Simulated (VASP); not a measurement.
# Ir in VASP: further runs, part 2 of 2

VASP 6.6.1.

**4. Single point, LDA**

This run uses another cell than the first one.

The input, INCAR:

```
SYSTEM = Ir
PREC = Accurate
ENCUT = 520
EDIFF = 1E-6
ISMEAR = -1
SIGMA = 0.08
LREAL = .False.
LASPH = .True.
NELM = 80
ALGO = Normal
ISIF = 2
LWAVE = .False.
LCHARG = .False.
LDIPOL = .True.
IDIPOL = 3
DIPOL = 0.5 0.5 0.500
GGA = CA
NBANDS = 30
```

The input, KPOINTS:

```
Automatic mesh
0
Gamma
  15 15 1
  0 0 0
```

The input, POSCAR:

```
Ir
1.0
    2.6954010160      0.0000000000      0.0000000000
   -1.3477005080      2.3342857532      0.0000000000
    0.0000000000      0.0000000000     24.8031000000
Ir
5
Direct
    0.8333333333      0.1666666667      0.3246532189
    0.1666666667      0.8333333333      0.4114604757
    0.5000000000      0.5000000000      0.4999999993
    0.8333333333      0.1666666667      0.5885395247
    0.1666666667      0.8333333333      0.6753467814
```

Potentials or basis: VASP PAW LDA potentials, release 64 (Ir).

The run is started by

```sh
$ cat potpaw_LDA.64/Ir/POTCAR > POTCAR
$ mpirun -np 1 vasp_std > vasp.out
```

OUTCAR:

```text
SYSTEM = Ir
   PREC = Accurate
   ENCUT = 520
   EDIFF = 1E-6
   ISMEAR = -1
   LREAL = .False.
   LASPH = .True.
   NELM = 80
   ISIF = 2
   GGA = CA

 ion  position               nearest neighbor table
   1  0.833  0.167  0.325-   2 2.66   2 2.66   2 2.66
   2  0.167  0.833  0.411-   1 2.66   1 2.66   1 2.66   3 2.69   3 2.69   3 2.69
   3  0.500  0.500  0.500-   2 2.69   2 2.69   2 2.69   4 2.69   4 2.69   4 2.69
   4  0.833  0.167  0.589-   5 2.66   5 2.66   5 2.66   3 2.69   3 2.69   3 2.69
   5  0.167  0.833  0.675-   4 2.66   4 2.66   4 2.66

  LATTYP: Found a hexagonal cell.
 ALAT       =     2.6954010160
 C/A-ratio  =     9.2020073647

  Lattice vectors:

 A1 = (   2.6954010160,   0.0000000000,   0.0000000000)
 A2 = (  -1.3477005080,   2.3342857532,   0.0000000000)
 A3 = (   0.0000000000,   0.0000000000,  24.8031000000)

Analysis of symmetry for initial positions (statically):
=====================================================================
 Subroutine PRICEL returns:
 Original cell was already a primitive cell.

 Routine SETGRP: Setting up the symmetry group for a
 hexagonal supercell.

 Subroutine GETGRP returns: Found 12 space group operations
 (whereof  4 operations were pure point group operations)
 out of a pool of 24 trial point group operations.

The static configuration has the point symmetry C_2h.
 The point group associated with its full space group is D_3d.

Analysis of symmetry for dynamics (positions and initial velocities):
=====================================================================
 Subroutine PRICEL returns:
 Original cell was already a primitive cell.

 Routine SETGRP: Setting up the symmetry group for a
 hexagonal supercell.

 Subroutine GETGRP returns: Found 12 space group operations
 (whereof  4 operations were pure point group operations)
 out of a pool of 24 trial point group operations.

The dynamic configuration has the point symmetry C_2h.
 The point group associated with its full space group is D_3d.

 Subroutine INISYM returns: Found 12 space group operations
 (whereof  4 operations are pure point group operations),
[... 129 lines left out ...]
   AEXX    =    0.0000 exact exchange contribution
   IVDW    =     0    specifies the selected vdW correction
   LEPSILON=     F    determine dielectric tensor
   LRPA    =     F    only Hartree local field effects (RPA)
 non-spin polarized calculation
  energy-cutoff  :      520.00
  volume of cell :      156.06
 maximum number of plane-waves:      4257
 NGX is ok and might be reduce to    20
   NGX =  9   NGY =  9   NGZ = 93

 number of electron      45.0000000 magnetization

 dipolmoment           0.000000      0.000000      0.000000 electrons x Angstroem

 Free energy of the ion-electron system (eV)
  ---------------------------------------------------
  ext. energy  EPLUGINS =         0.00000000
  ---------------------------------------------------
  free energy    TOTEN  =       -49.49004839 eV

  energy without entropy =      -49.38757085  energy(sigma->0) =      -49.43880962

 E-fermi :   1.4394     XC(G=0):  -7.1654

 val. band max:        1.4285286039   @ k =   0.2667   0.0000   0.0000
 cond. band min:       1.4441672683   @ k =   0.2667   0.2667   0.0000
 fundamental gap:      0.0156386644
 Fermi energy:         1.4393870975

 k-point     1 :       0.0000    0.0000    0.0000
  band No.  band energies     occupation
      1      -9.5201      2.00000
      2      -8.4687      2.00000
      3      -7.2117      2.00000
      4      -6.6617      2.00000
      5      -6.5690      2.00000
      6      -2.8513      2.00000
[... 781 lines left out ...]
     29       7.2048      0.00000
     30       7.7472      0.00000

 [... further k-points ...]

------------------------ aborting loop because EDIFF is reached ----------------------------------------

 vacuum level on the upper side and lower side of the slab       (xc-potential included)        -0.105        -0.105

  FORCE on cell =-STRESS in cart. coord.  units (eV):
  Direction    XX          YY          ZZ          XY          YZ          ZX
  --------------------------------------------------------------------------------------
  -------------------------------------------------------------------------------------
  Total       -3.2513680     -3.2513680      0.9305099      0.0000000      0.0000000     -0.0000000
  in kB      -33.3805381    -33.3805381      9.5531855      0.0000000      0.0000000     -0.0000000
  external PRESSURE =     -19.0692969 kB  Pullay stress =       0.0000000 kB

 VOLUME and BASIS-vectors are now :
 -----------------------------------------------------------------------------
  energy-cutoff  :      520.00
  volume of cell :      156.06
      direct lattice vectors                 reciprocal lattice vectors
     2.695401016  0.000000000  0.000000000     0.371002309  0.214198283  0.000000000
    -1.347700508  2.334285753  0.000000000     0.000000000  0.428396566  0.000000000
     0.000000000  0.000000000 24.803100000     0.000000000  0.000000000  0.040317541

 POSITION                                       TOTAL-FORCE (eV/Angst)
 -----------------------------------------------------------------------------------
      2.02155      0.38905      8.05241        -0.000000      0.000000     -0.113023
     -0.67385      1.94524     10.20550        -0.000000     -0.000000      0.003524
      0.67385      1.16714     12.40155         0.000000     -0.000000      0.000000
      2.02155      0.38905     14.59760         0.000000     -0.000000     -0.003524
     -0.67385      1.94524     16.75069         0.000000     -0.000000      0.113023
 -----------------------------------------------------------------------------------
    total drift:                                0.000000     -0.000000      0.000009

  FREE ENERGIE OF THE ION-ELECTRON SYSTEM (eV)
  ---------------------------------------------------
  free  energy   TOTEN  =       -49.4900483918 eV

  energy  without entropy=      -49.3875708489  energy(sigma->0) =      -49.43880962

 vacuum level on the upper side and lower side of the slab         7.137         7.137
```

OSZICAR:

```text
N       E                     dE             d eps       ncg     rms          rms(c)
DAV:   1     0.481743195471E+03    0.48174E+03   -0.18672E+04  1628   0.132E+03
[... 14 lines left out ...]
DAV:  16    -0.494901998658E+02    0.14980E-03   -0.13729E-04  2392   0.902E-02    0.167E-01
DAV:  17    -0.494900568463E+02    0.14302E-03   -0.22759E-04  2562   0.143E-01    0.558E-02
DAV:  18    -0.494900431303E+02    0.13716E-04   -0.63132E-05  2500   0.636E-02    0.805E-03
DAV:  19    -0.494900448080E+02   -0.16777E-05   -0.22897E-06  1190   0.157E-02    0.646E-03
DAV:  20    -0.494900466271E+02   -0.18190E-05   -0.73941E-07  1032   0.615E-03    0.664E-03
DAV:  21    -0.494900481275E+02   -0.15005E-05   -0.17108E-06  1070   0.147E-02    0.215E-03
DAV:  22    -0.494900483918E+02   -0.26427E-06   -0.33714E-07   840   0.346E-03
   1 F= -.49490048E+02 E0= -.49438810E+02  d E =-.102478E+00
```

stdout:

```text
POSCAR found type information on POSCAR Ir
 POSCAR found :  1 types and       5 ions
 scaLAPACK will be used
 LDA part: xc-table for (Slater(with rela. corr.)+CA(PZ))
 , standard interpolation
 POSCAR, INCAR and KPOINTS ok, starting setup
 FFT: planning ... GRIDC
 FFT: planning ... GRID_SOFT
 FFT: planning ... GRID
 WAVECAR not read
 entering main loop
```

It took 4.7 min on 1 thread of Intel Xeon Platinum 8375C at 2.90GHz (Ice Lake), shared host; peak memory 0.26 GiB.

Results:

| Item | Value |
| --- | --- |
| Free energy | -49.4900 eV |
| Largest force | 0.113 eV/Å |
| Band gap on the k mesh | zero (an odd number of electrons rules out a gap without spin polarisation) |

Forces on the atoms (eV/Å):
```
Ir   0.000  0.000 -0.113
Ir   0.000  0.000  0.004
Ir   0.000  0.000  0.000
Ir   0.000  0.000 -0.004
Ir   0.000  0.000  0.113
```

Caveat: spin-orbit coupling is left out, which moves the levels of the heavy elements.

**5. Relaxation of the atoms, LDA**

This run uses another cell than the first one.

INCAR, as its differences from that of step 4:

```diff
@@ -8,3 +8,3 @@
 LASPH = .True.
-NELM = 80
+NELM = 100
 ALGO = Normal
@@ -16,3 +16,4 @@
 DIPOL = 0.5 0.5 0.500
-GGA = CA
-NBANDS = 30
+IBRION = 2
+NSW = 32
+EDIFFG = -0.01
```

KPOINTS is that of step 4.

POSCAR is that of step 4.

The run is started by

```sh
$ cat potpaw_LDA.64/Ir/POTCAR > POTCAR
$ mpirun -np 1 vasp_std > vasp.out
```

It took 9.6 min on 1 thread of Oxide Virtual Turin-like, shared host; peak memory 0.23 GiB.

It converged, with:

```yaml
Free_energy: -49.4917 eV
Energy_gained_by_relaxing: 0.3 meV/atom
Ionic_steps: 5
Largest_force_after_relaxing: 0.005 eV/Å
```

Forces in eV/Å, atoms in the order of the input:
```
Ir   0.000  0.000 -0.001
Ir   0.000  0.000  0.005
Ir   0.000  0.000  0.000
Ir   0.000  0.000 -0.005
Ir   0.000  0.000  0.001
```

The path:
```csv
step,energy change (eV),largest force (eV/Å),pressure (GPa)
1,0.0000,0.1133,-1.91
2,-0.0009,0.0577,-2.10
3,-0.0010,0.0943,-2.21
4,-0.0016,0.0408,-2.34
5,-0.0017,0.0050,-2.45
```

Final structure:
```
CELL_PARAMETERS angstrom
2.69540 0.00000 0.00000
-1.34770 2.33429 0.00000
0.00000 0.00000 24.80310
ATOMIC_POSITIONS crystal
Ir 0.83333 0.16667 0.32401
Ir 0.16667 0.83333 0.41115
Ir 0.50000 0.50000 0.50000
Ir 0.83333 0.16667 0.58885
Ir 0.16667 0.83333 0.67599
```

Levels at points of the mesh, in eV from the Fermi level:
| k point | band 18 | band 19 | band 20 | band 21 | band 22 | band 23 | band 24 | band 25 | band 26 | band 27 |
| --- | --- | --- | --- | --- | --- | --- | --- | --- | --- | --- |
| (0.00, 0.00, 0.00) | -3.12 | -2.72 | -1.23 | -1.23 | -1.13 | -1.13 | -0.54 | -0.54 | -0.50 | 0.12 |

Caveat: the highest band is partly filled, so the run has too few bands; spin-orbit coupling is left out, which moves the levels of the heavy elements.

**6. The runs side by side**

| task | cell | smearing | gap on the mesh (eV) | largest force (eV/Å) |
| --- | --- | --- | --- | --- |
| single point | a = 2.695, b = 2.695, c = 21.698 Å, angles 90.0, 90.0, 120.0°, 5 atoms, atomic positions A | tetrahedron | none | 0.13 |
| single point | a = 2.695, b = 2.695, c = 24.803 Å, angles 90.0, 90.0, 120.0°, 5 atoms, atomic positions B | fermi-dirac 0.08 eV | none | 0.43 |
| single point | a = 2.695, b = 2.695, c = 24.803 Å, angles 90.0, 90.0, 120.0°, 5 atoms, atomic positions A | fermi-dirac 0.08 eV | none | 0.11 |
| relaxation of the atoms | atoms relaxed from a = 2.695, b = 2.695, c = 24.803 Å, angles 90.0, 90.0, 120.0°, 5 atoms, atomic positions A | fermi-dirac 0.08 eV | - | - |

Alike in all rows: level LDA; potentials or basis VASP PAW LDA potentials, release 64 (Ir); no spin polarisation; k mesh 15 × 15 × 1; cutoff (eV) 520.

Caveats: spin-orbit coupling is left out, which moves the levels of the heavy elements; the highest band is partly filled, so the run has too few bands (at least some runs).

Absolute energies hang on the potentials; compare differences alone.
